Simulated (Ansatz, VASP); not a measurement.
**Ti: VASP beside Ansatz**

```
Ti
1.0
     0.00000    2.78382    2.78382
     2.78382    0.00000    2.78382
     2.78382    2.78382    0.00000
Ti
2
Direct
  0.12500 0.12500 0.12500
  0.87500 0.87500 0.87500
```

Alike in both runs: task single point; functional r2SCAN; k mesh 11 × 11 × 11; occupations fermi-dirac, width 0.1 eV; no spin polarisation.

```csv
,VASP,Ansatz
version,VASP 6.6.1,Ansatz 0.2.0
potentials or method,"VASP PAW PBE potentials, release 64 (Ti_sv), cutoff 520 eV","plane waves (500 eV) with PAW, scalar-relativistic"
valence electrons in the cell,24,24
```

|  | VASP | Ansatz | Ansatz less VASP |
| --- | --- | --- | --- |
| pressure (GPa) | 0.3 | -0.1 | -0.39 |

VASP's potentials were made for PBE, not for r2SCAN.
